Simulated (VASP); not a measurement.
BiTe: elastic constants with PBEsol

Crystal: BiTe.

```
CELL_PARAMETERS angstrom
0.00000 3.20058 3.20058
3.20058 0.00000 3.20058
3.20058 3.20058 0.00000
ATOMIC_POSITIONS crystal
Bi 0.00000 0.00000 0.00000
Te 0.50000 0.50000 0.50000
```

```yaml
Program: VASP 6.6.1
Task: elastic constants
Functional: PBEsol
Potentials_or_basis: VASP PAW PBE potentials, release 64 (Bi_d, Te)
Cutoff: 600 eV
k_mesh: 12 × 12 × 12
Occupations: fermi-dirac, width 0.15 eV
Spin: no spin polarisation
Dipole_correction: no
Ions_in_elastic_constants: relaxed
Further_INCAR_settings: ALGO = Normal; EDIFF = 1e-08; NBANDS = 18; IBRION = 6; POTIM = 0.015; NSW = 1; ISIF = 3
```

The elastic constants C11, C12, C44 are 117, 22, -1 GPa and the voigt bulk modulus is 54 GPa. The highest phonon frequency at Γ, LO-TO splitting left out is 97 cm⁻¹.

Phonon frequencies in cm⁻¹ (negative: imaginary):
| q point | frequencies |
| --- | --- |
| (0.000, 0.000, 0.000) | 0 0 0 97 97 97 |

Elastic tensor in Voigt notation (GPa, in the Cartesian axes of the cell as first typed):
```
117  22  22   0   0   0
 22 117  22   0   0   0
 22  22 117   0   0   0
  0   0   0  -1   0   0
  0   0   0   0  -1   0
  0   0   0   0   0  -1
```

Clamped-ion elastic tensor (GPa):
```
117  22  22   0   0   0
 22 117  22   0   0   0
 22  22 117   0   0   0
  0   0   0  -1   0   0
  0   0   0   0  -1   0
  0   0   0   0   0  -1
```

It took 81 min on 1 thread of Oxide Virtual Turin-like Processor, on a shared host, peak memory 1.1 GiB.

Caveat: the elastic tensor has a negative eigenvalue, so either the cell is unstable as it stands or the mesh is too thin; the PAW data sets were made with another functional, which shifts forces and pressure a little.
